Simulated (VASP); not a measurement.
## Ge3PdF4: relaxation of cell and atoms with PBE

Crystal: Ge3PdF4.

```xyz
8
Lattice="5.0359 0.0000 0.0000 0.0000 5.0359 0.0000 0.0000 0.0000 5.0359" Properties=species:S:1:pos:R:3 pbc="T T T"
Ge    2.5180    0.0000    0.0000
Ge    0.0000    2.5180    0.0000
Ge    0.0000    0.0000    2.5180
Pd    2.5180    2.5180    2.5180
F     0.0000    2.5180    2.5180
F     2.5180    0.0000    2.5180
F     2.5180    2.5180    0.0000
F     0.0000    0.0000    0.0000
```

| Item | Value |
| --- | --- |
| Program | VASP 6.6.1 |
| Task | relaxation of cell and atoms |
| Functional | PBE |
| Potentials or basis | VASP PAW PBE potentials, release 64 (Ge_d, Pd, F) |
| Cutoff | 600 eV |
| k mesh | 8 × 8 × 8 |
| Occupations | gaussian, width 0.1 eV |
| Spin | no spin polarisation |
| Dipole correction | no |
| Further INCAR settings | ALGO = Normal; EDIFF = 1e-07; IBRION = 2; EDIFFG = -0.01; NSW = 100; ISIF = 3 |

```json
{
 "Relaxed volume": "15.91 Å³/atom",
 "Relaxed cell": "a = 5.030 Å, b = 5.030 Å, c = 5.030 Å, α = 90.00°, β = 90.00°, γ = 90.00°",
 "Space group after relaxing (to 0.1 Å)": "Pm-3m (No. 221)",
 "Energy gained by relaxing": "0.0 meV/atom",
 "Ionic steps": "2",
 "Pressure after relaxing": "0.0 GPa",
 "Band gap on the k mesh": "zero (bands 40 and 41 overlap by 2.12 eV)"
}
```

Step by step:
```csv
step,energy change (eV),largest force (eV/Å),pressure (GPa),volume (Å³)
1,0.0000,0.0000,-0.22,127.71
2,-0.0003,0.0000,-0.01,127.30
```

Final structure:
```
CELL_PARAMETERS angstrom
5.03047 0.00000 0.00000
0.00000 5.03047 0.00000
0.00000 0.00000 5.03047
ATOMIC_POSITIONS crystal
Ge 0.50000 0.00000 0.00000
Ge 0.00000 0.50000 0.00000
Ge 0.00000 0.00000 0.50000
Pd 0.50000 0.50000 0.50000
F 0.00000 0.50000 0.50000
F 0.50000 0.00000 0.50000
F 0.50000 0.50000 0.00000
F 0.00000 0.00000 0.00000
```

Levels at points of the mesh, in eV from the Fermi level:
```tsv
k point	band 36	band 37	band 38	band 39	band 40	band 41	band 42	band 43	band 44	band 45
(0.00, 0.00, 0.00)	-1.38	-1.38	-0.96	-0.96	1.13	1.13	1.13	2.13	3.15	3.15
(0.50, 0.00, 0.00)	-1.22	-1.22	-1.08	-0.61	0.27	1.00	1.52	1.52	1.57	2.01
(0.50, 0.50, 0.00)	-1.21	-1.21	-1.11	-0.47	-0.20	-0.05	0.61	0.61	1.69	2.28
(0.50, 0.50, 0.50)	-1.23	-1.23	-1.23	-1.00	-1.00	-1.00	-0.04	-0.04	2.50	2.50
```

Wall time 8.5 min on 1 thread of Intel(R) Xeon(R) 6975P-C (Granite Rapids), on a shared host, peak memory 0.39 GiB.
